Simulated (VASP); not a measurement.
# Ti2HgS (P6_3/mmc) in VASP: single point with PBE

Aim: the single point of Ti2HgS with PBE.

Everything below comes from runs of VASP 6.6.1. Logs are shortened: lines on timing, memory, paths and dates and some standing lists are left out, and cuts for length are marked.

### 1 The cell of the first run

Symmetry: P6_3/mmc, No. 194, hexagonal system. The conventional cell has a = 3.516 Å, b = 3.516 Å, c = 12.268 Å, α = 90.00°, β = 90.00°, γ = 120.00°. Within 3.2 Å of Ti (site symmetry 3m) lie 3 S at 2.40 Å and 1 Ti at 2.58 Å and 3 Hg at 2.70 Å. Hg (site symmetry -3m) has 6 Ti at 2.70 Å and 6 Hg at 3.52 Å within 3.6 Å. S (site symmetry -6m2) has 6 Ti at 2.40 Å within 3.2 Å.

### 2 Single point, PBE

The input, INCAR:

```
SYSTEM = Ti2HgS
PREC = Accurate ; ENCUT = 520
EDIFF = 1E-6 ; ISMEAR = -1
SIGMA = 0.1 ; LREAL = .FALSE.
LASPH = .TRUE. ; NELM = 60
ALGO = Normal ; ISIF = 2
LWAVE = .FALSE. ; LCHARG = .TRUE.
GGA = PE ; LELF = .TRUE.
LVHAR = .TRUE. ; NBANDS = 52
```

The input, KPOINTS:

```
Automatic mesh
0
G
  11 11 3
  0 0 0
```

The input, POSCAR:

```
Ti2HgS
1.0
    1.7580062945      3.0449562220      0.0000000000
   -1.7580062945      3.0449562220      0.0000000000
    0.0000000000      0.0000000000     12.2677090000
Ti Hg S
4 2 2
Direct
    0.3333333333      0.3333333333      0.1449457642
    0.6666666667      0.6666666667      0.6449457642
    0.3333333333      0.3333333333      0.3550542358
    0.6666666667      0.6666666667      0.8550542358
    0.0000000000      0.0000000000      0.0000000000
    0.0000000000      0.0000000000      0.5000000000
    0.6666666667      0.6666666667      0.2500000000
    0.3333333333      0.3333333333      0.7500000000
```

Potentials or basis: VASP PAW PBE potentials, release 64 (Ti_sv, Hg, S).

On the command line:

```
$ cat potpaw_PBE.64/Ti_sv/POTCAR potpaw_PBE.64/Hg/POTCAR potpaw_PBE.64/S/POTCAR > POTCAR
$ mpirun -np 1 vasp_std > vasp.out
```

OUTCAR:

```text
SYSTEM = Ti2HgS
   PREC = Accurate
   ENCUT = 520
   EDIFF = 1E-6
   ISMEAR = -1
   LREAL = .FALSE.
   LASPH = .TRUE.
   NELM = 60
   ISIF = 2
   GGA = PE

 ion  position               nearest neighbor table
   1  0.333  0.333  0.145-   7 2.40   7 2.40   7 2.40   3 2.58   5 2.70   5 2.70   5 2.70
   2  0.667  0.667  0.645-   8 2.40   8 2.40   8 2.40   4 2.58   6 2.70   6 2.70   6 2.70
   3  0.333  0.333  0.355-   7 2.40   7 2.40   7 2.40   1 2.58   6 2.70   6 2.70   6 2.70
   4  0.667  0.667  0.855-   8 2.40   8 2.40   8 2.40   2 2.58   5 2.70   5 2.70   5 2.70
   5  0.000  0.000  0.000-   1 2.70   4 2.70   4 2.70   4 2.70   1 2.70   1 2.70
   6  0.000  0.000  0.500-   2 2.70   3 2.70   2 2.70   2 2.70   3 2.70   3 2.70
   7  0.667  0.667  0.250-   1 2.40   3 2.40   1 2.40   3 2.40   1 2.40   3 2.40
   8  0.333  0.333  0.750-   2 2.40   4 2.40   2 2.40   4 2.40   2 2.40   4 2.40

  LATTYP: Found a hexagonal cell.
 ALAT       =     3.5160125889
 C/A-ratio  =     3.4890970068

  Lattice vectors:

 A1 = (   1.7580062945,  -3.0449562220,   0.0000000000)
 A2 = (   1.7580062945,   3.0449562220,   0.0000000000)
 A3 = (   0.0000000000,   0.0000000000,  12.2677090000)

Analysis of symmetry for initial positions (statically):
=====================================================================
 Subroutine PRICEL returns:
 Original cell was already a primitive cell.

 Routine SETGRP: Setting up the symmetry group for a
 hexagonal supercell.

 Subroutine GETGRP returns: Found 24 space group operations
 (whereof 12 operations were pure point group operations)
 out of a pool of 24 trial point group operations.

The static configuration has the point symmetry D_3d.
 The point group associated with its full space group is D_6h.

Analysis of symmetry for dynamics (positions and initial velocities):
=====================================================================
 Subroutine PRICEL returns:
 Original cell was already a primitive cell.

 Routine SETGRP: Setting up the symmetry group for a
 hexagonal supercell.

 Subroutine GETGRP returns: Found 24 space group operations
 (whereof 12 operations were pure point group operations)
 out of a pool of 24 trial point group operations.

The dynamic configuration has the point symmetry D_3d.
 The point group associated with its full space group is D_6h.

 Subroutine INISYM returns: Found 24 space group operations
 (whereof 12 operations are pure point group operations),
 and found     1 'primitive' translations

----------------------------------------------------------------------------------------

                                     Primitive cell

  volume of cell :     131.3394

  direct lattice vectors                    reciprocal lattice vectors
     1.758006294  3.044956222  0.000000000     0.284413089  0.164205973  0.000000000
    -1.758006294  3.044956222  0.000000000    -0.284413089  0.164205973  0.000000000
     0.000000000  0.000000000 12.267709000     0.000000000  0.000000000  0.081514813

  length of vectors
     3.516012589  3.516012589 12.267709000     0.328411947  0.328411947  0.081514813

  position of ions in fractional coordinates (direct lattice)
     0.333333333  0.333333333  0.144945764
     0.666666667  0.666666667  0.644945764
     0.333333333  0.333333333  0.355054236
     0.666666667  0.666666667  0.855054236
     0.000000000  0.000000000  0.000000000
     0.000000000  0.000000000  0.500000000
     0.666666667  0.666666667  0.250000000
     0.333333333  0.333333333  0.750000000

  ion indices of the primitive-cell ions
   primitive index   ion index
                 1           1
                 2           2
                 3           3
                 4           4
                 5           5
                 6           6
                 7           7
                 8           8

----------------------------------------------------------------------------------------

 KPOINTS: Automatic mesh

Automatic generation of k-mesh.
 Grid dimensions read from file:
 generate k-points for:   11   11    3

 Generating k-lattice:

  Cartesian coordinates                     Fractional coordinates (reciprocal lattice)
     0.025855735  0.014927816  0.000000000     0.090909091  0.000000000  0.000000000
    -0.025855735  0.014927816  0.000000000     0.000000000  0.090909091  0.000000000
     0.000000000  0.000000000  0.027171604     0.000000000  0.000000000  0.333333333

  Length of vectors
     0.029855632  0.029855632  0.027171604

  Shift w.r.t. Gamma in fractional coordinates (k-lattice)
     0.000000000  0.000000000  0.000000000

 Subroutine IBZKPT returns following result:
 ===========================================

 Found     32 irreducible k-points:

 Following reciprocal coordinates:
            Coordinates               Weight
  0.000000  0.000000  0.000000      1.000000
  0.090909 -0.000000  0.000000      6.000000
  0.181818 -0.000000  0.000000      6.000000
  0.272727 -0.000000  0.000000      6.000000
  0.363636 -0.000000  0.000000      6.000000
  0.454545 -0.000000  0.000000      6.000000
[... 16 lines left out ...]
  0.181818  0.090909  0.333333     12.000000
  0.272727  0.090909  0.333333     24.000000
 [... further k-points ...]
   k-points           NKPTS =     32   k-points in BZ     NKDIM =     32   number of bands    NBANDS=     52
   number of dos      NEDOS =    301   number of ions     NIONS =      8
   total plane-waves  NPLWV =  75264
   dimension x,y,z NGX =    28 NGY =   28 NGZ =   96
   dimension x,y,z NGXF=    56 NGYF=   56 NGZF=  192
   ions per type =               4   2   2
   NGX,Y,Z   is equivalent  to a cutoff of  13.24, 13.24, 13.01 a.u.
   NGXF,Y,Z  is equivalent  to a cutoff of  26.48, 26.48, 26.02 a.u.
 SYSTEM =  Ti2HgS
   PREC   = accura    normal or accurate (medium, high low for compatibility)
   ISTART =      0    job   : 0-new  1-cont  2-samecut
   ICHARG =      2    charge: 1-file 2-atom 10-const
   ISPIN  =      1    spin polarized calculation?
   LNONCOLLINEAR =      F non collinear calculations
   LSORBIT =      F    spin-orbit coupling
   LASPH  =      T    aspherical Exc in radial PAW
   ENCUT  =  520.0 eV  38.22 Ry    6.18 a.u.   6.54  6.54 22.81*2*pi/ulx,y,z
   NELM   =     60;   NELMIN=  2; NELMDL= -5     # of ELM steps
   EDIFF  = 0.1E-05   stopping-criterion for ELM
   LREAL  =      F    real-space projection
   EDIFFG = 0.1E-04   stopping-criterion for IOM
   NSW    =      0    number of steps for IOM
   IBRION =     -1    ionic relax: 0-MD 1-quasi-New 2-CG
   NFREE  =      0    steps in history (QN), initial steepest desc. (CG)
   ISIF   =      2    stress and relaxation
   ISYM   =      2    0-nonsym 1-usesym 2-fastsym
   POTIM  = 0.5000    time-step for ionic-motion
   TEBEG  =    0.0;   TEEND  =   0.0 temperature during run
   PSTRESS=    0.0 pullay stress
   NELECT =      84.0000    total number of electrons
   NUPDOWN=      -1.0000    fix difference up-down
   EMIN   =  10.00;   EMAX   =-10.00  energy-range for DOS
   EFERMI =   0.00;   METHOD = LEGACY
   ISMEAR =    -1;   SIGMA  =   0.10  broadening in eV -4-tet -1-fermi 0-gaus
   EFERMI_NEDOS =   21; number of points for ismear=-14 and -15
   IALGO  =     38    algorithm
   IMIX   =      4    mixing-type and parameters
     AMIX     =   0.40;   BMIX     =  1.00
     AMIX_MAG =   1.60;   BMIX_MAG =  1.00
  volume/ion in A,a.u.               =      16.42       110.79
  Fermi-wavevector in a.u.,A,eV,Ry     =   1.410489  2.665437 27.068497  1.989478
  Thomas-Fermi vector in A             =   2.532437
   LORBIT       =      0    0 simple, 1 ext, 2 COOP (PROOUT), +10 PAW based schemes
   GGA     = PE    functional components
   LHFCALC =     F    Hartree Fock is set to
   AEXX    =    0.0000 exact exchange contribution
   IVDW    =     0    specifies the selected vdW correction
   LEPSILON=     F    determine dielectric tensor
   LRPA    =     F    only Hartree local field effects (RPA)
 non-spin polarized calculation
  energy-cutoff  :      520.00
  volume of cell :      131.34
 maximum number of plane-waves:      3621
 NGX is ok and might be reduce to    28
   NGX = 13   NGY = 13   NGZ = 45

 number of electron      84.0000005 magnetization

 Free energy of the ion-electron system (eV)
  ---------------------------------------------------
  ext. energy  EPLUGINS =         0.00000000
  ---------------------------------------------------
  free energy    TOTEN  =       -43.94095083 eV

  energy without entropy =      -43.74429919  energy(sigma->0) =      -43.84262501

 E-fermi :   8.0844     XC(G=0): -11.7276

 val. band max:        8.0762796284   @ k =   0.0909  -0.0000   0.0000
 cond. band min:       8.0861573265   @ k =   0.0909  -0.0000   0.3333
 fundamental gap:      0.0098776981
 Fermi energy:         8.0844308517

 k-point     1 :       0.0000    0.0000    0.0000
  band No.  band energies     occupation
      1     -48.9468      2.00000
      2     -48.9457      2.00000
      3     -48.8653      2.00000
      4     -48.8641      2.00000
      5     -25.4545      2.00000
      6     -25.4385      2.00000
[... 44 lines left out ...]
     51      10.2782      0.00000
     52      10.2782      0.00000

 k-point     2 :       0.0909   -0.0000    0.0000
  band No.  band energies     occupation
      1     -48.9461      2.00000
      2     -48.9450      2.00000
      3     -48.8646      2.00000
      4     -48.8635      2.00000
      5     -25.4520      2.00000
      6     -25.4373      2.00000
[... 44 lines left out ...]
     51      10.2548      0.00000
     52      10.9361      0.00000

 k-point     3 :       0.1818   -0.0000    0.0000
  band No.  band energies     occupation
      1     -48.9440      2.00000
      2     -48.9432      2.00000
      3     -48.8628      2.00000
      4     -48.8620      2.00000
      5     -25.4452      2.00000
      6     -25.4341      2.00000
[... 44 lines left out ...]
     51      10.2224      0.00000
     52      10.7395      0.00000
[... 1046 lines left out ...]
 k-point    23 :       0.1818    0.0909    0.3333
  band No.  band energies     occupation
      1     -48.9445      2.00000
      2     -48.9440      2.00000
      3     -48.8632      2.00000
      4     -48.8627      2.00000
      5     -25.4443      2.00000
      6     -25.4382      2.00000
[... 44 lines left out ...]
     51      10.1031      0.00000
     52      10.6640      0.00000

 k-point    24 :       0.2727    0.0909    0.3333
  band No.  band energies     occupation
      1     -48.9422      2.00000
      2     -48.9419      2.00000
      3     -48.8612      2.00000
      4     -48.8608      2.00000
      5     -25.4373      2.00000
      6     -25.4332      2.00000
[... 44 lines left out ...]
     51      10.1314      0.00000
     52      10.5106      0.00000

 [... further k-points ...]
[... 5 lines left out ...]
  --------------------------------------------------------------------------------------
  -------------------------------------------------------------------------------------
  Total        7.1771902      7.1771902     21.7102508      0.0000000     -0.0000000      0.0000000
  in kB       87.5528111     87.5528111    264.8381118      0.0000000     -0.0000000      0.0000000
  external PRESSURE =     146.6479113 kB  Pullay stress =       0.0000000 kB

 VOLUME and BASIS-vectors are now :
 -----------------------------------------------------------------------------
  energy-cutoff  :      520.00
  volume of cell :      131.34
      direct lattice vectors                 reciprocal lattice vectors
     1.758006294  3.044956222  0.000000000     0.284413089  0.164205973  0.000000000
    -1.758006294  3.044956222  0.000000000    -0.284413089  0.164205973  0.000000000
     0.000000000  0.000000000 12.267709000     0.000000000  0.000000000  0.081514813

 POSITION                                       TOTAL-FORCE (eV/Angst)
 -----------------------------------------------------------------------------------
      0.00000      2.02997      1.77815        -0.000000      0.000000     -0.000091
      0.00000      4.05994      7.91201         0.000000     -0.000000     -0.000091
      0.00000      2.02997      4.35570         0.000000      0.000000      0.000091
      0.00000      4.05994     10.48956        -0.000000     -0.000000      0.000091
      0.00000      0.00000      0.00000         0.000000      0.000000      0.000000
      0.00000      0.00000      6.13385         0.000000      0.000000      0.000000
      0.00000      4.05994      3.06693        -0.000000      0.000000      0.000000
      0.00000      2.02997      9.20078         0.000000     -0.000000      0.000000
 -----------------------------------------------------------------------------------
    total drift:                                0.000000      0.000000      0.000000

  FREE ENERGIE OF THE ION-ELECTRON SYSTEM (eV)
  ---------------------------------------------------
  free  energy   TOTEN  =       -43.9409508286 eV

  energy  without entropy=      -43.7442991898  energy(sigma->0) =      -43.84262501
```

It took 7.7 min on 1 thread of Oxide Virtual Turin-like, shared host; peak memory 0.34 GiB.

Results:

* Free energy: -43.9410 eV
* Pressure: 14.7 GPa
* Band gap on the k mesh: zero (band 42 reaches 8.06 eV, above the bottom of band 43 at 8.02 eV)

Caveat: spin-orbit coupling is left out, which moves the levels of the heavy elements.
